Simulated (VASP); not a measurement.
# MgO (P3m1) in VASP: notebook

The runs below take MgO through single point, with PBE.

Program: VASP 6.6.1. These are calculated values, not measurements. Logs are shortened: lines on timing, memory, paths and dates and some standing lists are left out, and cuts for length are marked.

### Step 1. The cell of the first run

The structure is trigonal, space group P3m1 (No. 156). Conventional cell: a = 3.020 Å, b = 3.020 Å, c = 17.793 Å, α = 90.00°, β = 90.00°, γ = 120.00°. Mg (site symmetry 3m) has 3 O at 2.14 Å within 2.8 Å. Within 2.8 Å of Mg (site symmetry 3m) lie 6 O at 2.14 Å. Within 2.8 Å of Mg (site symmetry 3m) lie 6 O at 2.14 Å. Mg (site symmetry 3m) has 6 O at 2.14 Å within 2.8 Å. Within 2.8 Å of Mg (site symmetry 3m) lie 6 O at 2.14 Å. Within 2.8 Å of Mg (site symmetry 3m) lie 6 O at 2.14 Å. Within 2.8 Å of O (site symmetry 3m) lie 6 Mg at 2.14 Å. Within 2.8 Å of O (site symmetry 3m) lie 6 Mg at 2.14 Å.

### Step 2. Single point, PBE

Input file INCAR:

```
  PREC = Accurate
  ENCUT = 520
  EDIFF = 1E-7
  ISMEAR = 0
  SIGMA = 0.05
  LREAL = F
  LASPH = T
  NELM = 80
  ALGO = Normal
  ISIF = 2
  LWAVE = F
  LCHARG = F
  GGA = PE
  NBANDS = 36
```

Input file KPOINTS:

```
regular mesh
0
Gamma
  9 9 2
```

Input file POSCAR:

```
MgO
1.0
    2.1351500000     -2.1351500000      0.0000000000
    2.1351500000      0.0000000000     -2.1351500000
   10.2726508076     10.2726508076     10.2726508076
Mg O
6 6
Direct
    0.6666666667      0.6666666667      0.0346413345
    0.0000000000      0.0000000000      0.7274680255
    0.3333333333      0.3333333333      0.1732066727
    0.6666666667      0.6666666667      0.4503373491
    0.0000000000      0.0000000000      0.3117720109
    0.3333333333      0.3333333333      0.5889026873
    0.6666666667      0.6666666667      0.2424893418
    0.0000000000      0.0000000000      0.1039240036
    0.3333333333      0.3333333333      0.3810546800
    0.6666666667      0.6666666667      0.6581853564
    1.0000000000      1.0000000000      0.5196200182
    0.3333333333      0.3333333333      0.7967506946
```

Potentials or basis: VASP PAW PBE potentials, release 64 (Mg, O).

Run with:

```
$ cat potpaw_PBE.64/Mg/POTCAR potpaw_PBE.64/O/POTCAR > POTCAR
$ mpirun -np 1 vasp_std > vasp.out
```

OUTCAR:

```text
PREC = Accurate
   ENCUT = 520
   EDIFF = 1E-7
   ISMEAR = 0
   LREAL = F
   LASPH = T
   NELM = 80
   ISIF = 2
   GGA = PE

 ion  position               nearest neighbor table
   1  0.667  0.667  0.035-   8 2.14   8 2.14   8 2.14   3 3.02   3 3.02   3 3.02
   2  0.000  0.000  0.727-  12 2.14  10 2.14  12 2.14  12 2.14  10 2.14  10 2.14   6 3.02   6 3.02
                             6 3.02
   3  0.333  0.333  0.173-   8 2.14   7 2.14   7 2.14   8 2.14   8 2.14   7 2.14   1 3.02   1 3.02
                             5 3.02   5 3.02   5 3.02   1 3.02
   4  0.667  0.667  0.450-  11 2.14   9 2.14   9 2.14  11 2.14  11 2.14   9 2.14   6 3.02   6 3.02
                             5 3.02   5 3.02   5 3.02   6 3.02
   5  0.000  0.000  0.312-   7 2.14   9 2.14   7 2.14   7 2.14   9 2.14   9 2.14   3 3.02   4 3.02
                             3 3.02   4 3.02   3 3.02   4 3.02
   6  0.333  0.333  0.589-  11 2.14  10 2.14  10 2.14  11 2.14  11 2.14  10 2.14   4 3.02   4 3.02
                             2 3.02   2 3.02   2 3.02   4 3.02
   7  0.667  0.667  0.242-   5 2.14   3 2.14   3 2.14   5 2.14   5 2.14   3 2.14
   8  0.000  0.000  0.104-   1 2.14   3 2.14   1 2.14   1 2.14   3 2.14   3 2.14
   9  0.333  0.333  0.381-   5 2.14   4 2.14   4 2.14   5 2.14   5 2.14   4 2.14
  10  0.667  0.667  0.658-   6 2.14   6 2.14   2 2.14   2 2.14   2 2.14   6 2.14
  11  0.000  0.000  0.520-   4 2.14   6 2.14   4 2.14   4 2.14   6 2.14   6 2.14
  12  0.333  0.333  0.797-   2 2.14   2 2.14   2 2.14

  LATTYP: Found a hexagonal cell.
 ALAT       =     3.0195580877
 C/A-ratio  =     5.8925023498

  Lattice vectors:

 A1 = (  -2.1351500000,   0.0000000000,   2.1351500000)
 A2 = (   2.1351500000,  -2.1351500000,  -0.0000000000)
 A3 = (  10.2726508076,  10.2726508076,  10.2726508076)

Analysis of symmetry for initial positions (statically):
=====================================================================
 Subroutine PRICEL returns:
 Original cell was already a primitive cell.

 Routine SETGRP: Setting up the symmetry group for a
 hexagonal supercell.

 Subroutine GETGRP returns: Found  6 space group operations
 (whereof  6 operations were pure point group operations)
 out of a pool of 24 trial point group operations.

The static configuration has the point symmetry C_3v.

Analysis of symmetry for dynamics (positions and initial velocities):
=====================================================================
 Subroutine PRICEL returns:
 Original cell was already a primitive cell.

 Routine SETGRP: Setting up the symmetry group for a
 hexagonal supercell.

 Subroutine GETGRP returns: Found  6 space group operations
 (whereof  6 operations were pure point group operations)
 out of a pool of 24 trial point group operations.

The dynamic configuration has the point symmetry C_3v.

 Subroutine INISYM returns: Found  6 space group operations
 (whereof  6 operations are pure point group operations),
 and found     1 'primitive' translations

----------------------------------------------------------------------------------------

                                     Primitive cell

  volume of cell :     140.4949

  direct lattice vectors                    reciprocal lattice vectors
     2.135150000 -2.135150000  0.000000000     0.156117057 -0.312234113  0.156117057
     2.135150000  0.000000000 -2.135150000     0.156117057  0.156117057 -0.312234113
    10.272650808 10.272650808 10.272650808     0.032448619  0.032448619  0.032448619

  length of vectors
     3.019558088  3.019558088 17.792753127     0.382407129  0.382407129  0.056202657

  position of ions in fractional coordinates (direct lattice)
     0.666666667  0.666666667  0.034641335
     0.000000000  0.000000000  0.727468026
     0.333333333  0.333333333  0.173206673
     0.666666667  0.666666667  0.450337349
     0.000000000  0.000000000  0.311772011
     0.333333333  0.333333333  0.588902687
     0.666666667  0.666666667  0.242489342
     0.000000000  0.000000000  0.103924004
     0.333333333  0.333333333  0.381054680
     0.666666667  0.666666667  0.658185356
     0.000000000  0.000000000  0.519620018
     0.333333333  0.333333333  0.796750695

  ion indices of the primitive-cell ions
   primitive index   ion index
                 1           1
                 2           2
                 3           3
                 4           4
                 5           5
                 6           6
                 7           7
                 8           8
                 9           9
                10          10
                11          11
                12          12

----------------------------------------------------------------------------------------

 KPOINTS: regular mesh

Automatic generation of k-mesh.
 Grid dimensions read from file:
 generate k-points for:    9    9    2

 Generating k-lattice:

  Cartesian coordinates                     Fractional coordinates (reciprocal lattice)
     0.017346340 -0.034692679  0.017346340     0.111111111  0.000000000  0.000000000
     0.017346340  0.017346340 -0.034692679     0.000000000  0.111111111  0.000000000
     0.016224310  0.016224310  0.016224310     0.000000000  0.000000000  0.500000000

  Length of vectors
     0.042489681  0.042489681  0.028101328

  Shift w.r.t. Gamma in fractional coordinates (k-lattice)
     0.000000000  0.000000000  0.000000000

 Subroutine IBZKPT returns following result:
 ===========================================

 Found     24 irreducible k-points:

 Following reciprocal coordinates:
            Coordinates               Weight
  0.000000  0.000000  0.000000      1.000000
  0.111111  0.000000  0.000000      6.000000
  0.222222  0.000000  0.000000      6.000000
  0.333333  0.000000  0.000000      6.000000
  0.444444  0.000000  0.000000      6.000000
  0.222222  0.111111 -0.000000      6.000000
[... 16 lines left out ...]
 -0.444444  0.222222  0.500000     12.000000
 -0.333333  0.333333  0.500000      2.000000
   k-points           NKPTS =     24   k-points in BZ     NKDIM =     24   number of bands    NBANDS=     36
   number of dos      NEDOS =    301   number of ions     NIONS =     12
   total plane-waves  NPLWV =  80640
   dimension x,y,z NGX =    24 NGY =   24 NGZ =  140
   dimension x,y,z NGXF=    48 NGYF=   48 NGZF=  280
   ions per type =               6   6
   NGX,Y,Z   is equivalent  to a cutoff of  13.21, 13.21, 13.08 a.u.
   NGXF,Y,Z  is equivalent  to a cutoff of  26.43, 26.43, 26.16 a.u.
 SYSTEM =  unknown system
   PREC   = accura    normal or accurate (medium, high low for compatibility)
   ISTART =      0    job   : 0-new  1-cont  2-samecut
   ICHARG =      2    charge: 1-file 2-atom 10-const
   ISPIN  =      1    spin polarized calculation?
   LNONCOLLINEAR =      F non collinear calculations
   LSORBIT =      F    spin-orbit coupling
   LASPH  =      T    aspherical Exc in radial PAW
   ENCUT  =  520.0 eV  38.22 Ry    6.18 a.u.   5.61  5.61 33.08*2*pi/ulx,y,z
   NELM   =     80;   NELMIN=  2; NELMDL= -5     # of ELM steps
   EDIFF  = 0.1E-06   stopping-criterion for ELM
   LREAL  =      F    real-space projection
   EDIFFG = 0.1E-05   stopping-criterion for IOM
   NSW    =      0    number of steps for IOM
   IBRION =     -1    ionic relax: 0-MD 1-quasi-New 2-CG
   NFREE  =      0    steps in history (QN), initial steepest desc. (CG)
   ISIF   =      2    stress and relaxation
   ISYM   =      2    0-nonsym 1-usesym 2-fastsym
   POTIM  = 0.5000    time-step for ionic-motion
   TEBEG  =    0.0;   TEEND  =   0.0 temperature during run
   PSTRESS=    0.0 pullay stress
   NELECT =      48.0000    total number of electrons
   NUPDOWN=      -1.0000    fix difference up-down
   EMIN   =  10.00;   EMAX   =-10.00  energy-range for DOS
   EFERMI =   0.00;   METHOD = LEGACY
   ISMEAR =     0;   SIGMA  =   0.05  broadening in eV -4-tet -1-fermi 0-gaus
   EFERMI_NEDOS =   21; number of points for ismear=-14 and -15
   IALGO  =     38    algorithm
   IMIX   =      4    mixing-type and parameters
     AMIX     =   0.40;   BMIX     =  1.00
     AMIX_MAG =   1.60;   BMIX_MAG =  1.00
  volume/ion in A,a.u.               =      11.71        79.01
  Fermi-wavevector in a.u.,A,eV,Ry     =   1.144463  2.162721 17.820848  1.309795
  Thomas-Fermi vector in A             =   2.281155
   LORBIT       =      0    0 simple, 1 ext, 2 COOP (PROOUT), +10 PAW based schemes
   GGA     = PE    functional components
   LHFCALC =     F    Hartree Fock is set to
   AEXX    =    0.0000 exact exchange contribution
   IVDW    =     0    specifies the selected vdW correction
   LEPSILON=     F    determine dielectric tensor
   LRPA    =     F    only Hartree local field effects (RPA)
 non-spin polarized calculation
 Gauss-broadening in eV      SIGMA  =   0.05
  energy-cutoff  :      520.00
  volume of cell :      140.49
 maximum number of plane-waves:      3835
   NGX = 11   NGY = 11   NGZ = 67

 number of electron      48.0000024 magnetization

 Free energy of the ion-electron system (eV)
  ---------------------------------------------------
  ext. energy  EPLUGINS =         0.00000000
  ---------------------------------------------------
  free energy    TOTEN  =       -66.20905932 eV

  energy without entropy =      -66.20251677  energy(sigma->0) =      -66.20578804

 E-fermi :   3.0011     XC(G=0):  -9.8076

 val. band max:        2.9664472792   @ k =   0.3333   0.1111  -0.0000
 cond. band min:       3.0260242188   @ k =   0.3333   0.0000   0.5000
 fundamental gap:      0.0595769396
 Fermi energy:         3.0011236210

 k-point     1 :       0.0000    0.0000    0.0000
  band No.  band energies     occupation
      1     -17.2016      2.00000
      2     -16.3008      2.00000
      3     -15.5416      2.00000
      4     -14.7970      2.00000
      5     -14.0042      2.00000
      6     -12.6531      2.00000
[... 28 lines left out ...]
     35      14.1791      0.00000
     36      15.1983      0.00000
[... 866 lines left out ...]
      6     -12.0661      2.00000
[... 28 lines left out ...]
     35      12.5956      0.00000
     36      12.6468      0.00000

------------------------ aborting loop because EDIFF is reached ----------------------------------------

  FORCE on cell =-STRESS in cart. coord.  units (eV):
  Direction    XX          YY          ZZ          XY          YZ          ZX
  --------------------------------------------------------------------------------------
  -------------------------------------------------------------------------------------
  Total       -1.7342744     -1.7342744     -1.7342744     -0.5177691     -0.5177691     -0.5177691
  in kB      -19.7773379    -19.7773379    -19.7773379     -5.9045416     -5.9045416     -5.9045416
  external PRESSURE =     -19.7773379 kB  Pullay stress =       0.0000000 kB

 VOLUME and BASIS-vectors are now :
 -----------------------------------------------------------------------------
  energy-cutoff  :      520.00
  volume of cell :      140.49
      direct lattice vectors                 reciprocal lattice vectors
     2.135150000 -2.135150000  0.000000000     0.156117057 -0.312234113  0.156117057
     2.135150000  0.000000000 -2.135150000     0.156117057  0.156117057 -0.312234113
    10.272650808 10.272650808 10.272650808     0.032448619  0.032448619  0.032448619

 POSITION                                       TOTAL-FORCE (eV/Angst)
 -----------------------------------------------------------------------------------
      3.20272     -1.06758     -1.06758        -0.168877     -0.168877     -0.168877
      7.47302      7.47302      7.47302         0.693780      0.693780      0.693780
      3.20272      1.06757      1.06757         0.389886      0.389886      0.389886
      7.47302      3.20272      3.20272         0.344945      0.344945      0.344945
      3.20272      3.20272      3.20272         0.345556      0.345556      0.345556
      7.47302      5.33787      5.33787         0.348138      0.348138      0.348138
      5.33787      1.06757      1.06757        -0.342034     -0.342034     -0.342034
      1.06757      1.06757      1.06757        -0.116770     -0.116770     -0.116770
      5.33787      3.20272      3.20272        -0.343474     -0.343474     -0.343474
      9.60817      5.33787      5.33787        -0.401111     -0.401111     -0.401111
      5.33787      5.33787      5.33787        -0.346957     -0.346957     -0.346957
      9.60817      7.47302      7.47302        -0.403082     -0.403082     -0.403082
 -----------------------------------------------------------------------------------
    total drift:                               -0.000429     -0.000428     -0.000428

  FREE ENERGIE OF THE ION-ELECTRON SYSTEM (eV)
  ---------------------------------------------------
  free  energy   TOTEN  =       -66.2090593158 eV

  energy  without entropy=      -66.2025167675  energy(sigma->0) =      -66.20578804
```

Run time: 2.9 min. Hardware: 1 thread of Intel Xeon Platinum 8488C (Sapphire Rapids), shared host; peak memory 0.31 GiB.

Results:

```
Free energy            : -66.2091 eV
Pressure               : -2.0 GPa
Largest force          : 1.202 eV/Å
Band gap on the k mesh : zero (band 24 reaches 3.40 eV, above the bottom of band 25 at 2.97 eV)
```

Forces in eV/Å, atoms in the order of the input:
```
Mg  -0.169 -0.169 -0.169
Mg   0.694  0.694  0.694
Mg   0.390  0.390  0.390
Mg   0.345  0.345  0.345
Mg   0.346  0.346  0.346
Mg   0.348  0.348  0.348
O   -0.342 -0.342 -0.342
O   -0.117 -0.117 -0.117
O   -0.343 -0.343 -0.343
O   -0.401 -0.401 -0.401
O   -0.347 -0.347 -0.347
O   -0.403 -0.403 -0.403
```

Caveat: forces of over 1 eV/Å act on the atoms, so gaps and moduli don't describe the material at rest.

[end of part 1 of 3]
